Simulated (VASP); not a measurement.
Ta: single point with BLYP

Ta:

```
CELL_PARAMETERS angstrom
0.00000 3.06076 3.06076
3.06076 0.00000 3.06076
3.06076 3.06076 0.00000
ATOMIC_POSITIONS crystal
Ta 0.12500 0.12500 0.12500
Ta 0.87500 0.87500 0.87500
```

This cell differs from its parent crystal: volume scaled by 0.96.

* Program: VASP 6.6.1
* Task: single point
* Functional: BLYP
* Potentials or basis: VASP PAW PBE potentials, release 64 (Ta_pv)
* Cutoff: 520 eV
* k mesh: 10 × 10 × 10
* Occupations: fermi-dirac, width 0.1 eV
* Spin: no spin polarisation
* Dipole correction: no
* Further INCAR settings: ALGO = Normal; EDIFF = 1e-07; NBANDS = 18

```yaml
Pressure: 3.1 GPa
Band_gap_on_the_k_mesh: zero (band 11 reaches 2.95 eV, above the bottom of band 12 at 2.12 eV)
```

Levels at points of the mesh, in eV from the Fermi level:
```csv
k point,band 9,band 10,band 11,band 12,band 13,band 14
"(0.00, 0.00, 0.00)",-0.98,-0.29,-0.29,-0.29,1.96,1.96
"(0.50, 0.00, 0.00)",-0.84,-0.84,-0.38,-0.38,-0.08,3.11
"(0.50, 0.50, 0.00)",-1.01,-1.01,-0.27,-0.27,1.75,1.75
```

It took 23 s on 1 thread of Intel(R) Xeon(R) 6975P-C (Granite Rapids), with other jobs on the host, peak memory 0.19 GiB.

Caveat: the PAW data sets were made with another functional, which shifts forces and pressure a little; spin-orbit coupling is left out, which moves the levels of the heavy elements.
